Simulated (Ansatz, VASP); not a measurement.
This is a calculation of Ta for Ansatz 0.2.0.

input.yaml

```yaml
crystal:
  lattice:
    - [-1.65128, 1.65128, 1.65128]
    - [1.65128, -1.65128, 1.65128]
    - [1.65128, 1.65128, -1.65128]
  atoms:
    - { symbol: Ta, position: [0.0, 0.0, 0.0] }
hamiltonian:
  xc: pbe
  pseudopotentials: { kind: paw }
kpoints:
  mp_grid: { grid: [11, 11, 11] }
scf:
  occupations: { method: gaussian, width: 0.025 }
output:
  forces: true
  stress: true
  eigenvalues: true
```

Potentials or basis: Ansatz PAW.

Run with:

```sh
$ ansatz run input.yaml --threads 2 --pin off --max-ram 5632MiB --backend cpu --events-out ev --progress --plain --runs-dir out
```

Q: Translate it to VASP 6.6.1. Potentials there: VASP PAW PBE potentials, release 64 (Ta_pv).

A: As run (the cutoff follows the program's own potentials):

INCAR

```
  ALGO = Normal
  EDIFF = 1E-7
  ENCUT = 520
  GGA = PE
  ISIF = 2
  ISMEAR = 0
  LASPH = True
  LCHARG = False
  LREAL = False
  LWAVE = False
  NBANDS = 12
  NELM = 100
  PREC = Accurate
  SIGMA = 0.025
```

KPOINTS

```
k-points
0
Gamma
  11 11 11
```

File POSCAR:

```
Ta
1.0
   -1.6512800000      1.6512800000      1.6512800000
    1.6512800000     -1.6512800000      1.6512800000
    1.6512800000      1.6512800000     -1.6512800000
Ta
1
Direct
    0.0000000000      0.0000000000      0.0000000000
```

Potentials or basis: VASP PAW PBE potentials, release 64 (Ta_pv).

Run with:

```console
$ cat potpaw_PBE.64/Ta_pv/POTCAR > POTCAR
$ mpirun -np 1 vasp_std > vasp.out
```

Both were run:

|  | VASP | Ansatz | Ansatz less VASP |
| --- | --- | --- | --- |
| gap on the k mesh at the Fermi level (eV) | none | none | - |
| pressure (GPa) | 2.2 | 2.1 | -0.13 |

A gap of «none» marks a metal or a gap that the smearing closes. VASP's potentials hold 11 valence electrons a cell and Ansatz's 13, so a difference there can come from the potentials and not from the codes.

Spin-orbit coupling is off throughout.
